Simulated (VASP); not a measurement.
# KI (F-43m) in VASP: notebook

The runs below take KI through single point, with r2SCAN, HSE06.

Everything below comes from runs of VASP 6.6.1. Logs are shortened: lines on timing, memory, paths and dates and some standing lists are left out, and cuts for length are marked.

**1. The cell of the first run**

Symmetry: F-43m, No. 216, cubic system. The conventional cell has a = 7.932 Å, b = 7.932 Å, c = 7.932 Å, α = 90.00°, β = 90.00°, γ = 90.00°. K (site symmetry -43m) has 4 I at 3.43 Å within 4.5 Å. I (site symmetry -43m) has 4 K at 3.43 Å within 4.5 Å.

**2. Single point, r2SCAN**

POSCAR

```
KI
1.0
    0.0000000000      3.9658942500      3.9658942500
    3.9658942500      0.0000000000      3.9658942500
    3.9658942500      3.9658942500      0.0000000000
K I
1 1
Direct
    0.0000000000      0.0000000000      0.0000000000
    0.2500000000      0.2500000000      0.2500000000
```

INCAR.step1

```
PREC = Accurate
ENCUT = 520
ISMEAR = 0
SIGMA = 0.01
LREAL = False
LASPH = True
NELM = 80
NBANDS = 15
GGA = PE
ALGO = Normal
EDIFF = 1E-4
LWAVE = True
LCHARG = False
```

INCAR.step2

```
PREC = Accurate
ENCUT = 520
EDIFF = 1E-7
ISMEAR = 0
SIGMA = 0.01
LREAL = False
LASPH = True
NELM = 80
ALGO = Normal
ISIF = 2
LWAVE = False
LCHARG = False
METAGGA = R2SCAN
LMIXTAU = True
NBANDS = 15
ISTART = 1
```

KPOINTS

```
Automatic mesh
0
Gamma
  4 4 4
```

Potentials or basis: VASP PAW PBE potentials, release 64 (K_sv, I).

Run with:

```
$ cat potpaw_PBE.64/K_sv/POTCAR potpaw_PBE.64/I/POTCAR > POTCAR
$ cp INCAR.step1 INCAR
$ mpirun -np 1 vasp_std > vasp.out
$ cp INCAR.step2 INCAR
$ mpirun -np 1 vasp_std > vasp.out
```

OUTCAR:

```text
PREC = Accurate
   ENCUT = 520
   EDIFF = 1E-7
   ISMEAR = 0
   LREAL = False
   LASPH = True
   NELM = 80
   ISIF = 2
   METAGGA = R2SCAN
   ISTART = 1

 ion  position               nearest neighbor table
   1  0.000  0.000  0.000-   2 3.43   2 3.43   2 3.43   2 3.43
   2  0.250  0.250  0.250-   1 3.43   1 3.43   1 3.43   1 3.43

  LATTYP: Found a face centered cubic cell.
 ALAT       =     7.9317885000

  Lattice vectors:

 A1 = (   0.0000000000,   3.9658942500,   3.9658942500)
 A2 = (   3.9658942500,   0.0000000000,   3.9658942500)
 A3 = (   3.9658942500,   3.9658942500,   0.0000000000)

Analysis of symmetry for initial positions (statically):
=====================================================================
 Subroutine PRICEL returns:
 Original cell was already a primitive cell.

 Routine SETGRP: Setting up the symmetry group for a
 face centered cubic supercell.

 Subroutine GETGRP returns: Found 24 space group operations
 (whereof 24 operations were pure point group operations)
 out of a pool of 48 trial point group operations.

The static configuration has the point symmetry T_d .

Analysis of symmetry for dynamics (positions and initial velocities):
=====================================================================
 Subroutine PRICEL returns:
 Original cell was already a primitive cell.

 Routine SETGRP: Setting up the symmetry group for a
 face centered cubic supercell.

 Subroutine GETGRP returns: Found 24 space group operations
 (whereof 24 operations were pure point group operations)
 out of a pool of 48 trial point group operations.

The dynamic configuration has the point symmetry T_d .

 Subroutine INISYM returns: Found 24 space group operations
 (whereof 24 operations are pure point group operations),
 and found     1 'primitive' translations

----------------------------------------------------------------------------------------

                                     Primitive cell

  volume of cell :     124.7537

  direct lattice vectors                    reciprocal lattice vectors
     0.000000000  3.965894250  3.965894250    -0.126074970  0.126074970  0.126074970
     3.965894250  0.000000000  3.965894250     0.126074970 -0.126074970  0.126074970
     3.965894250  3.965894250  0.000000000     0.126074970  0.126074970 -0.126074970

  length of vectors
     5.608621435  5.608621435  5.608621435     0.218368254  0.218368254  0.218368254

  position of ions in fractional coordinates (direct lattice)
     0.000000000  0.000000000  0.000000000
     0.250000000  0.250000000  0.250000000

  ion indices of the primitive-cell ions
   primitive index   ion index
                 1           1
                 2           2

----------------------------------------------------------------------------------------

 KPOINTS: Automatic mesh

Automatic generation of k-mesh.
 Grid dimensions read from file:
 generate k-points for:    4    4    4

 Generating k-lattice:

  Cartesian coordinates                     Fractional coordinates (reciprocal lattice)
    -0.031518743  0.031518743  0.031518743     0.250000000  0.000000000  0.000000000
     0.031518743 -0.031518743  0.031518743     0.000000000  0.250000000  0.000000000
     0.031518743  0.031518743 -0.031518743     0.000000000  0.000000000  0.250000000

  Length of vectors
     0.054592064  0.054592064  0.054592064

  Shift w.r.t. Gamma in fractional coordinates (k-lattice)
     0.000000000  0.000000000  0.000000000

 Subroutine IBZKPT returns following result:
 ===========================================

 Found      8 irreducible k-points:

 Following reciprocal coordinates:
            Coordinates               Weight
  0.000000  0.000000  0.000000      1.000000
  0.250000  0.000000  0.000000      8.000000
  0.500000  0.000000  0.000000      4.000000
  0.250000  0.250000  0.000000      6.000000
  0.500000  0.250000  0.000000     24.000000
 -0.250000  0.250000  0.000000     12.000000
  0.500000  0.500000  0.000000      3.000000
 -0.250000  0.500000  0.250000      6.000000
   k-points           NKPTS =      8   k-points in BZ     NKDIM =      8   number of bands    NBANDS=     15
   number of dos      NEDOS =    301   number of ions     NIONS =      2
   total plane-waves  NPLWV =  74088
   dimension x,y,z NGX =    42 NGY =   42 NGZ =   42
   dimension x,y,z NGXF=    84 NGYF=   84 NGZF=   84
   ions per type =               1   1
   NGX,Y,Z   is equivalent  to a cutoff of  12.45, 12.45, 12.45 a.u.
   NGXF,Y,Z  is equivalent  to a cutoff of  24.90, 24.90, 24.90 a.u.
 SYSTEM =  unknown system
   PREC   = accura    normal or accurate (medium, high low for compatibility)
   ISTART =      1    job   : 0-new  1-cont  2-samecut
   ICHARG =      0    charge: 1-file 2-atom 10-const
   ISPIN  =      1    spin polarized calculation?
   LNONCOLLINEAR =      F non collinear calculations
   LSORBIT =      F    spin-orbit coupling
   LASPH  =      T    aspherical Exc in radial PAW
   ENCUT  =  520.0 eV  38.22 Ry    6.18 a.u.  10.43 10.43 10.43*2*pi/ulx,y,z
   NELM   =     80;   NELMIN=  2; NELMDL=  0     # of ELM steps
   EDIFF  = 0.1E-06   stopping-criterion for ELM
   LREAL  =      F    real-space projection
   EDIFFG = 0.1E-05   stopping-criterion for IOM
   NSW    =      0    number of steps for IOM
   IBRION =     -1    ionic relax: 0-MD 1-quasi-New 2-CG
   NFREE  =      0    steps in history (QN), initial steepest desc. (CG)
   ISIF   =      2    stress and relaxation
   ISYM   =      2    0-nonsym 1-usesym 2-fastsym
   POTIM  = 0.5000    time-step for ionic-motion
   TEBEG  =    0.0;   TEEND  =   0.0 temperature during run
   PSTRESS=    0.0 pullay stress
   NELECT =      16.0000    total number of electrons
   NUPDOWN=      -1.0000    fix difference up-down
   EMIN   =  10.00;   EMAX   =-10.00  energy-range for DOS
   EFERMI =   0.00;   METHOD = LEGACY
   ISMEAR =     0;   SIGMA  =   0.01  broadening in eV -4-tet -1-fermi 0-gaus
   EFERMI_NEDOS =   21; number of points for ismear=-14 and -15
   IALGO  =     38    algorithm
   IMIX   =      4    mixing-type and parameters
     AMIX     =   0.40;   BMIX     =  1.00
     AMIX_MAG =   1.60;   BMIX_MAG =  1.00
  volume/ion in A,a.u.               =      62.38       420.94
  Fermi-wavevector in a.u.,A,eV,Ry     =   0.825589  1.560136  9.273684  0.681597
  Thomas-Fermi vector in A             =   1.937473
   LORBIT       =      0    0 simple, 1 ext, 2 COOP (PROOUT), +10 PAW based schemes
   METAGGA = R2SCAN    functional components
   LHFCALC =     F    Hartree Fock is set to
   AEXX    =    0.0000 exact exchange contribution
   IVDW    =     0    specifies the selected vdW correction
   LEPSILON=     F    determine dielectric tensor
   LRPA    =     F    only Hartree local field effects (RPA)
 non-spin polarized calculation
 Gauss-broadening in eV      SIGMA  =   0.01
  energy-cutoff  :      520.00
  volume of cell :      124.75
 maximum number of plane-waves:      3383
 NGX is ok and might be reduce to    42
   NGX = 21   NGY = 21   NGZ = 21

 number of electron      16.0000003 magnetization

 Free energy of the ion-electron system (eV)
  ---------------------------------------------------
  ext. energy  EPLUGINS =         0.00000000
  ---------------------------------------------------
  free energy    TOTEN  =       -33.71376153 eV

  energy without entropy =      -33.71376153  energy(sigma->0) =      -33.71376153

 E-fermi :  -2.4275     XC(G=0):  -5.9644

 val. band max:       -2.5108813036   @ k =   0.0000   0.0000   0.0000
 cond. band min:       1.9603181382   @ k =   0.0000   0.0000   0.0000
 fundamental gap:      4.4711994417
 Fermi energy:        -2.4275436900

 k-point     1 :       0.0000    0.0000    0.0000
  band No.  band energies     occupation
      1     -32.1477      2.00000
      2     -14.8669      2.00000
      3     -14.8669      2.00000
      4     -14.8669      2.00000
      5     -12.8248      2.00000
      6      -2.5109      2.00000
      7      -2.5109      2.00000
      8      -2.5109      2.00000
      9       1.9603      0.00000
     10       5.6837      0.00000
     11       5.6837      0.00000
     12       6.3118      0.00000
     13       6.3118      0.00000
     14       6.3118      0.00000
     15       7.3954      0.00000

 k-point     2 :       0.2500    0.0000    0.0000
  band No.  band energies     occupation
      1     -32.1475      2.00000
      2     -14.8967      2.00000
      3     -14.8684      2.00000
      4     -14.8684      2.00000
      5     -12.7732      2.00000
      6      -2.7618      2.00000
      7      -2.5146      2.00000
      8      -2.5146      2.00000
      9       2.7717      0.00000
     10       5.3093      0.00000
     11       5.3093      0.00000
     12       5.5194      0.00000
     13       6.5830      0.00000
     14       6.7559      0.00000
     15       6.7559      0.00000

 k-point     3 :       0.5000    0.0000    0.0000
  band No.  band energies     occupation
      1     -32.1472      2.00000
      2     -14.9251      2.00000
      3     -14.8700      2.00000
      4     -14.8700      2.00000
      5     -12.7230      2.00000
      6      -2.9640      2.00000
      7      -2.5188      2.00000
      8      -2.5188      2.00000
      9       3.7793      0.00000
     10       4.4577      0.00000
     11       5.2040      0.00000
     12       5.2040      0.00000
     13       6.6746      0.00000
     14       6.6746      0.00000
     15       7.3447      0.00000
[... 55 lines left out ...]
 k-point     7 :       0.5000    0.5000    0.0000
  band No.  band energies     occupation
      1     -32.1471      2.00000
      2     -14.9373      2.00000
      3     -14.8742      2.00000
      4     -14.8742      2.00000
      5     -12.6900      2.00000
      6      -2.9789      2.00000
      7      -2.5704      2.00000
      8      -2.5704      2.00000
      9       3.1815      0.00000
     10       4.3324      0.00000
     11       6.2232      0.00000
     12       6.5659      0.00000
     13       6.5659      0.00000
     14       7.0853      0.00000
     15       7.0935      0.00000

 k-point     8 :      -0.2500    0.5000    0.2500
  band No.  band energies     occupation
      1     -32.1471      2.00000
      2     -14.9349      2.00000
      3     -14.8766      2.00000
      4     -14.8742      2.00000
      5     -12.6901      2.00000
      6      -2.8061      2.00000
      7      -2.7596      2.00000
      8      -2.5811      2.00000
      9       3.5085      0.00000
     10       4.5170      0.00000
     11       5.7132      0.00000
     12       5.7384      0.00000
     13       6.6502      0.00000
     14       7.0993      0.00000
     15       7.4660      0.00000

------------------------ aborting loop because EDIFF is reached ----------------------------------------

  FORCE on cell =-STRESS in cart. coord.  units (eV):
  Direction    XX          YY          ZZ          XY          YZ          ZX
  --------------------------------------------------------------------------------------
  -------------------------------------------------------------------------------------
  Total        0.0023884      0.0023884      0.0023884      0.0000000      0.0000000      0.0000000
  in kB        0.0306734      0.0306734      0.0306734      0.0000000      0.0000000      0.0000000
  external PRESSURE =       0.0306734 kB  Pullay stress =       0.0000000 kB

 VOLUME and BASIS-vectors are now :
 -----------------------------------------------------------------------------
  energy-cutoff  :      520.00
  volume of cell :      124.75
      direct lattice vectors                 reciprocal lattice vectors
     0.000000000  3.965894250  3.965894250    -0.126074970  0.126074970  0.126074970
     3.965894250  0.000000000  3.965894250     0.126074970 -0.126074970  0.126074970
     3.965894250  3.965894250  0.000000000     0.126074970  0.126074970 -0.126074970

 POSITION                                       TOTAL-FORCE (eV/Angst)
 -----------------------------------------------------------------------------------
      0.00000      0.00000      0.00000        -0.000000      0.000000      0.000000
      1.98295      1.98295      1.98295         0.000000     -0.000000     -0.000000
 -----------------------------------------------------------------------------------
    total drift:                               -0.000000     -0.000000     -0.000000

  FREE ENERGIE OF THE ION-ELECTRON SYSTEM (eV)
  ---------------------------------------------------
  free  energy   TOTEN  =       -33.7137615288 eV

  energy  without entropy=      -33.7137615288  energy(sigma->0) =      -33.71376153
```

It took 3.4 min on 1 thread of AMD EPYC, shared host; peak memory 0.25 GiB.

What came out:

| Item | Value |
| --- | --- |
| Free energy | -33.7138 eV |
| Pressure | 0.0 GPa |
| Band gap on the k mesh | 4.47 eV |

Levels at points of the mesh, in eV from the valence-band top:
```csv
k point,band 4,band 5,band 6,band 7,band 8,band 9,band 10,band 11,band 12,band 13
"(0.00, 0.00, 0.00)",-12.36,-10.31,0.00,0.00,0.00,4.47,8.19,8.19,8.82,8.82
"(0.50, 0.00, 0.00)",-12.36,-10.21,-0.45,-0.01,-0.01,6.29,6.97,7.71,7.71,9.19
"(0.50, 0.50, 0.00)",-12.36,-10.18,-0.47,-0.06,-0.06,5.69,6.84,8.73,9.08,9.08
```

Caveat: the structure was generated, so it needn't be the stable form of KI; the PAW data sets were made with another functional, which shifts forces and pressure a little; spin-orbit coupling is left out, which moves the levels of the heavy elements.

**3. Single point, HSE06**

POSCAR is that of step 2.

INCAR.step1

```
ALGO = Normal
EDIFF = 1E-5
ENCUT = 520
GGA = PE
ISIF = 2
ISMEAR = 0
LASPH = True
LCHARG = False
LREAL = False
LWAVE = True
NBANDS = 15
NELM = 100
PREC = Accurate
SIGMA = 0.01
```

INCAR.step2

```
ALGO = Normal
EDIFF = 1E-7
ENCUT = 520
GGA = PE
HFSCREEN = 0.2079
ISIF = 2
ISMEAR = 0
ISTART = 1
LASPH = True
LCHARG = False
LHFCALC = True
LREAL = False
LWAVE = False
NBANDS = 15
NELM = 100
PREC = Accurate
PRECFOCK = Normal
SIGMA = 0.01
```

KPOINTS

```
k-points
0
Gamma
  4 4 4
```

Potentials or basis: VASP PAW PBE potentials, release 64 (K_sv, I).

Run with:

```
$ cat potpaw_PBE.64/K_sv/POTCAR potpaw_PBE.64/I/POTCAR > POTCAR
$ cp INCAR.step1 INCAR
$ mpirun -np 1 vasp_std > vasp.out
$ cp INCAR.step2 INCAR
$ mpirun -np 1 vasp_std > vasp.out
```

Run time: 22 min. Hardware: 1 thread of AMD EPYC, shared host; peak memory 0.35 GiB.

The run converged. Its results:

```yaml
Free_energy: -6.2138 eV
Pressure: 0.1 GPa
Band_gap_on_the_k_mesh: 4.88 eV
```

Levels at points of the mesh, in eV from the valence-band top:
```
           k point  band 4  band 5  band 6  band 7  band 8  band 9  band 10  band 11  band 12  band 13
(0.00, 0.00, 0.00)  -12.92  -10.87    0.00    0.00    0.00    4.88     8.78     8.78     9.25     9.25
(0.50, 0.00, 0.00)  -12.92  -10.76   -0.48   -0.01   -0.01    6.66     7.50     8.22     8.22     9.80
(0.50, 0.50, 0.00)  -12.92  -10.72   -0.50   -0.07   -0.07    6.23     7.29     9.04     9.64     9.64
```

Caveat: the structure was generated, so it needn't be the stable form of KI; the PAW data sets were made with another functional, which shifts forces and pressure a little; spin-orbit coupling is left out, which moves the levels of the heavy elements.
